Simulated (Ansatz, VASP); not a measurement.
## Two plane-wave programs on InGaSe

```
CELL_PARAMETERS angstrom
4.19503 0.00000 0.00000
0.00000 4.19503 0.00000
0.00000 0.00000 4.95024
ATOMIC_POSITIONS crystal
In 0.00000 0.00000 0.00000
Ga 0.50000 0.50000 0.00000
Se 0.50000 0.50000 0.50000
```

Alike in both runs: functional PBE; k mesh 12 × 12 × 10; occupations gaussian, width 0.1 eV; no spin polarisation.

Ansatz relaxed the structure, and its values are those at the end. VASP's run is a single point on that final structure, the one shown.

|  | VASP | Ansatz |
| --- | --- | --- |
| version | VASP 6.6.1 | Ansatz 0.2.0 |
| potentials or method | VASP PAW PBE potentials, release 64 (In_d, Ga_d, Se), cutoff 520 eV | scalar-relativistic, plane waves, PAW |
| valence electrons in the cell | 32 | 42 |

|  | VASP | Ansatz | Ansatz less VASP |
| --- | --- | --- | --- |
| gap on the k mesh at the Fermi level (eV) | none | none | - |
| pressure (GPa) | 0.0 | 0.0 | -0.02 |

A gap of «none» marks a metal or a gap that the smearing closes. VASP's potentials hold 32 valence electrons a cell and Ansatz's 42, so a difference there can come from the potentials and not from the codes.
